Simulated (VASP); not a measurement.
**Ir2O: relaxation of cell and atoms with PBE**

Crystal: Ir2O.

```xyz
3
Lattice="2.7094 0.0000 0.0000 -1.3547 2.3464 0.0000 0.0000 0.0000 6.3827" Properties=species:S:1:pos:R:3 pbc="T T T"
Ir    0.0000    0.0000    5.1034
Ir    0.0000    0.0000    1.2793
O     0.0000    0.0000    3.1914
```

The cell was generated, and may not be a known phase.

- Program: VASP 6.6.1
- Task: relaxation of cell and atoms
- Functional: PBE
- Potentials or basis: VASP PAW PBE potentials, release 64 (Ir, O)
- Cutoff: 600 eV
- k mesh: 18 × 18 × 8
- Occupations: gaussian, width 0.1 eV
- Spin: no spin polarisation
- Dipole correction: no
- Further INCAR settings: ALGO = Normal; EDIFF = 1e-06; IBRION = 2; EDIFFG = -0.01; NSW = 100; ISIF = 3

```yaml
Relaxed_volume: 13.54 Å³/atom
Relaxed_cell: a = 2.711 Å, b = 2.711 Å, c = 6.380 Å, α = 90.00°, β = 90.00°, γ = 120.00°
Space_group_after_relaxing_to_0.1_Å: P6/mmm (No. 191)
Energy_gained_by_relaxing: 1.1 meV/atom
Ionic_steps: 7
Pressure_after_relaxing: 0.0 GPa
Largest_force_after_relaxing: 0.004 eV/Å
Band_gap_on_the_k_mesh: zero (bands 12 and 13 overlap by 2.66 eV)
```

Forces in eV/Å, atoms in the order of the input:
```
Ir   0.000  0.000 -0.004
Ir   0.000  0.000  0.004
O    0.000  0.000  0.000
```

Step by step:
```csv
step,energy change (eV),largest force (eV/Å),pressure (GPa),volume (Å³)
1,0.0000,0.2565,0.71,40.58
2,0.0029,0.1123,-2.79,40.93
3,-0.0018,0.1099,-0.65,40.71
4,-0.0031,0.0160,0.41,40.54
5,-0.0031,0.0016,0.28,40.56
6,-0.0033,0.0051,-0.11,40.65
7,-0.0033,0.0036,0.01,40.62
```

Final structure:
```yaml
crystal:
  lattice:
    - [2.71148, 0.00000, 0.00000]
    - [-1.35574, 2.34821, 0.00000]
    - [0.00000, 0.00000, 6.38026]
  atoms:
    - { symbol: Ir, position: [0.00000, 0.00000, 0.80160] }
    - { symbol: Ir, position: [0.00000, 0.00000, 0.19840] }
    - { symbol: O, position: [0.00000, 0.00000, 0.50000] }
```

Levels at points of the mesh, in eV from the Fermi level:
```
           k point  band 10  band 11  band 12  band 13  band 14  band 15
(0.00, 0.00, 0.00)    -2.64    -2.64     0.41     0.41     0.59     0.59
(0.50, 0.00, 0.00)    -0.28    -0.10     1.51     1.66     2.89     4.14
(0.00, 0.00, 0.50)    -2.40    -2.29    -0.96    -0.96     1.71     1.71
(0.50, 0.00, 0.50)     0.34     1.23     1.28     1.52     1.65     2.25
```

Wall time 14 min on 1 thread of Intel Xeon 8259CL (shared host), peak memory 0.31 GiB.

Caveat: spin-orbit coupling is left out, which moves the levels of the heavy elements.
